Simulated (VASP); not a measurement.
Write the native input for VASP 6.6.1 that does the following.

```
Task                   : relaxation of cell and atoms
Functional             : PBE
Potentials or basis    : VASP PAW PBE potentials, release 64 (P, C)
Cutoff                 : 600 eV
k mesh                 : 6 × 6 × 6
Occupations            : gaussian, width 0.2 eV
Spin                   : no spin polarisation
Dipole correction      : no
Further INCAR settings : ALGO = Normal; EDIFF = 1e-07; IBRION = 2; EDIFFG = -0.08; NSW = 36; ISIF = 3
```

The structure of PC lies in POSCAR:

```
PC
1.0
    3.2117736300      0.0000000000      0.0000000000
    0.0000000000      3.2117736300      0.0000000000
    0.0000000000      0.0000000000      3.2117736300
P C
1 1
Direct
    0.0000000000      0.0000000000      0.0000000000
    0.5000000000      0.5000000000      0.5000000000
```

The input as run:

INCAR

```
PREC = Accurate
ENCUT = 600
EDIFF = 1E-7
ISMEAR = 0
SIGMA = 0.2
LREAL = False
LASPH = True
NELM = 120
ALGO = Normal
ISIF = 3
LWAVE = False
LCHARG = False
GGA = PE
IBRION = 2
NSW = 36
EDIFFG = -0.08
GGA_COMPAT = False
NELMIN = 4
```

KPOINTS

```
regular mesh
0
Gamma
  6 6 6
```

Potentials or basis: VASP PAW PBE potentials, release 64 (P, C).

The run is started by

```sh
$ cat potpaw_PBE.64/P/POTCAR potpaw_PBE.64/C/POTCAR > POTCAR
$ mpirun -np 1 vasp_std > vasp.out
```

It gave:

```
Relaxed volume                         : 9.62 Å³/atom
Relaxed cell                           : a = 2.680 Å, b = 2.680 Å, c = 2.680 Å, α = 90.00°, β = 90.00°, γ = 90.00°
Space group after relaxing (to 0.05 Å) : Pm-3m (No. 221)
Energy gained by relaxing              : 880.8 meV/atom
Ionic steps                            : 3
Pressure after relaxing                : -1.1 GPa
```

Caveat: the volume moved by over 15 % at a fixed basis, so the end points are rough.

It took 20 s on 1 thread of AMD EPYC 7R43 64-Core Processor (Zen 3) (shared host), peak memory 0.12 GiB.
